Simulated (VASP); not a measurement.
Here is a VASP 6.6.1 calculation.

File INCAR:

```
SYSTEM = C
  PREC = Accurate
  ENCUT = 520
  EDIFF = 1E-6
  ISMEAR = 0
  SIGMA = 0.1
  LREAL = .FALSE.
  LASPH = .TRUE.
  NELM = 150
  ALGO = Normal
  ISIF = 2
  LWAVE = .FALSE.
  LCHARG = .FALSE.
  ISPIN = 2
  MAGMOM = 1 1 1
  LORBIT = 11
  GGA = PE
  NBANDS = 17
```

File KPOINTS:

```
regular mesh
0
G
  6 6 6
  0 0 0
```

The input POSCAR:

```
C
1.0
    1.9983546100      1.1537505700      1.3152270400
   -1.9983546100      1.1537505700      1.3152270400
    0.0000000000     -2.3075011500      1.3152270400
C
3
Direct
    0.7156709300      0.2843290700      0.5000000000
    0.5000000000      0.7156709300      0.2843290700
    0.2843290700      0.5000000000      0.7156709300
```

Potentials or basis: VASP PAW PBE potentials, release 64 (C).

Launch:

```bash
$ cat potpaw_PBE.64/C/POTCAR > POTCAR
$ mpirun -np 1 vasp_std > vasp.out
```

Question: Predict the largest force.

Answer: 1.045 eV/Å.

Question: Estimate the band gap on the k mesh.

Answer: Zero (filled and empty bands overlap).

Question: What does it give for the net moment?

Answer: 0.00 μB per cell.

Question: What does it give for the pressure?

Answer: 19.8 GPa.

Forces in eV/Å, atoms in the order of the input:
```
C    1.045  0.000  0.000
C   -0.522  0.905  0.000
C   -0.522 -0.905  0.000
```

Caveat: the k points lie up to 0.40 Å⁻¹ apart; forces of over 1 eV/Å act on the atoms, so gaps and moduli don't describe the material at rest.
